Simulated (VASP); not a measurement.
Crystal: ZrSc3F2.

```
Zr Sc F
1.0
     5.54889    0.00000    0.00000
    -2.77445    4.80548    0.00000
     0.00000    0.00000    3.37882
Zr Sc F
1 3 2
Direct
  0.00000 0.00000 0.00000
  0.50000 0.00000 0.50000
  0.50000 0.50000 0.50000
  0.00000 0.50000 0.50000
  0.33333 0.66667 0.00000
  0.66667 0.33333 0.00000
```

The cell was built from a structure type or drawn by symmetry, and may not be a known phase.

* Program: VASP 6.6.1
* Task: relaxation of cell and atoms
* Functional: PBE
* Potentials or basis: VASP PAW PBE potentials, release 64 (Zr_sv, Sc_sv, F)
* Cutoff: 600 eV
* k mesh: 6 × 6 × 6
* Occupations: gaussian, width 0.1 eV
* Spin: no spin polarisation

At the start: pressure 16.9 GPa; volume 15.02 Å³/atom.

Q: How do energy, volume and symmetry change on relaxing?

A: Over 10 steps the energy falls by 413.6 meV/atom and the volume is 17.34 Å³/atom (+15.4 %); space group P6/mmm (No. 191, to 0.1 Å) before and after.

Step by step:
```csv
step,energy change (eV),largest force (eV/Å),pressure (GPa),volume (Å³)
1,0.0000,0.0000,16.85,90.10
2,-1.5080,0.0000,-2.83,111.94
3,-1.5116,0.0000,-3.71,113.53
4,-1.9940,0.0000,-3.44,110.73
5,-2.3984,0.0000,0.82,103.29
6,-2.4347,0.0000,-1.90,106.69
7,-2.4763,0.0000,-1.05,105.46
8,-2.4776,0.0000,-0.92,105.25
9,-2.4803,0.0000,0.43,103.35
10,-2.4814,0.0000,-0.06,104.01
```

Final structure:
```
CELL_PARAMETERS angstrom
6.51391 0.00000 0.00000
-3.25696 5.64121 0.00000
0.00000 0.00000 2.83058
ATOMIC_POSITIONS crystal
Zr 0.00000 0.00000 0.00000
Sc 0.50000 0.00000 0.50000
Sc 0.50000 0.50000 0.50000
Sc 0.00000 0.50000 0.50000
F 0.33333 0.66667 0.00000
F 0.66667 0.33333 0.00000
```

Caveat: the volume moved by over 15 % at a fixed basis, so the end points are rough; an odd number of electrons without spin polarisation forces a metal; a magnetic or distorted state may lie lower.
